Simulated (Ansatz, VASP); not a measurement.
**B5W2: VASP beside Ansatz**

```xyz
7
Lattice="1.5055 0.8692 6.9767 -1.5055 0.8692 6.9767 0.0000 -1.7384 6.9767" Properties=species:S:1:pos:R:3 pbc="T T T"
B     0.0000    0.0000    3.8930
B     0.0000    0.0000   17.0370
B     0.0000    0.0000    6.9697
B     0.0000    0.0000   13.9603
B     0.0000    0.0000   10.4650
W     0.0000    0.0000    1.5698
W     0.0000    0.0000   19.3603
```

Alike in both runs: task single point; functional PBE; k mesh 6 × 6 × 6; occupations gaussian, width 0.1 eV; no spin polarisation.

```csv
,VASP,Ansatz
version,VASP 6.6.1,Ansatz 0.2.0
potentials or method,"VASP PAW PBE potentials, release 64 (B, W_sv), cutoff 520 eV","scalar-relativistic, plane waves, PAW"
valence electrons in the cell,43,43
```

Ansatz gave:

- gap on the k mesh at the Fermi level (eV): none
- rms of the force components (eV/Å): 0.177

Question: What did VASP give for the same quantities?

Answer: gap on the k mesh at the Fermi level (eV): none; rms of the force components (eV/Å): 0.178.

Atom by atom the forces differ by 0.003 eV/Å (rms over components). A gap of «none» marks a metal or a gap that the smearing closes.

The k mesh is coarse, so the values compare programs but aren't converged. Neither program's run includes spin-orbit coupling.
